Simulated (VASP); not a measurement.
Wanted: the native input for a VASP 6.6.1 run.

```yaml
Task: single point
Functional: PBEsol
Potentials_or_basis: VASP PAW PBE potentials, release 64 (Hg_sv_GW)
Cutoff: 550 eV
k_mesh: 15 × 15 × 8
Occupations: fermi-dirac, width 0.08 eV
Spin: no spin polarisation
Dipole_correction: no
Further_INCAR_settings: ALGO = Normal; EDIFF = 1e-06; NBANDS = 27
```

The structure of Hg lies in POSCAR:

```
Hg
1.0
    2.8049720070      0.0000000000      0.0000000000
   -1.4024860035      2.4291770150      0.0000000000
    0.0000000000      0.0000000000      4.7283612548
Hg
2
Direct
    0.3333333333      0.6666666667      0.2500000000
    0.6666666667      0.3333333333      0.7500000000
```

One way to write it, as run:

INCAR

```
SYSTEM = Hg
ALGO = Normal
EDIFF = 1E-6
ENCUT = 550
GGA = PS
GGA_COMPAT = .FALSE.
ISIF = 2
ISMEAR = -1
LASPH = .TRUE.
LCHARG = .FALSE.
LREAL = .FALSE.
LWAVE = .FALSE.
NBANDS = 27
NELM = 120
PREC = Accurate
SIGMA = 0.08
```

KPOINTS

```
k-points
0
G
  15 15 8
  0 0 0
```

Potentials or basis: VASP PAW PBE potentials, release 64 (Hg_sv_GW).

Launch:

```sh
$ cat potpaw_PBE.64/Hg_sv_GW/POTCAR > POTCAR
$ mpirun -np 1 vasp_std > vasp.out
```

It gave:

* Pressure: 51.9 GPa
* Band gap on the k mesh: zero (bands 20 and 21 overlap by 2.08 eV)

Caveat: the cell stands under pressure; the PAW data sets were made with another functional, which shifts forces and pressure a little; spin-orbit coupling is left out, which moves the levels of the heavy elements.

Run time: 3.3 min on 1 thread of AMD EPYC 7571, on a shared host, peak memory 0.22 GiB.
